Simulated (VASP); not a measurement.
A run of VASP 6.6.1 is set up as follows.

INCAR

```
PREC     = Accurate       # precision mode
ENCUT    = 500            # plane-wave cutoff, eV
EDIFF    = 1E-6           # SCF threshold, eV
ISMEAR   = -1             # smearing method
SIGMA    = 0.05           # smearing width, eV
LREAL    = F              # projectors in reciprocal space
LASPH    = T              # aspherical terms in the spheres
NELM     = 120            # most SCF steps
ALGO     = Normal         # electronic algorithm
ISIF     = 2              # what is computed and relaxed
LWAVE    = F              # write WAVECAR
LCHARG   = F              # write CHGCAR
GGA      = PS             # functional
NBANDS   = 14             # bands
GGA_COMPAT= F
```

KPOINTS

```
Automatic mesh
0
Gamma
  13 13 13
```

The input POSCAR:

```
AlPt
1.0
    3.0604204936      0.0000000000      0.0000000000
    0.0000000000      3.0604204936      0.0000000000
    0.0000000000      0.0000000000      3.0604204936
Al Pt
1 1
Direct
    0.0000000000      0.0000000000      0.0000000000
    0.5000000000      0.5000000000      0.5000000000
```

Potentials or basis: VASP PAW PBE potentials, release 64 (Al, Pt).

The run is started by

```sh
$ cat potpaw_PBE.64/Al/POTCAR potpaw_PBE.64/Pt/POTCAR > POTCAR
$ mpirun -np 1 vasp_std > vasp.out
```

Problem. Estimate the pressure.

Solution. 0.0 GPa.

Caveat: the PAW data sets were made with another functional, which shifts forces and pressure a little.
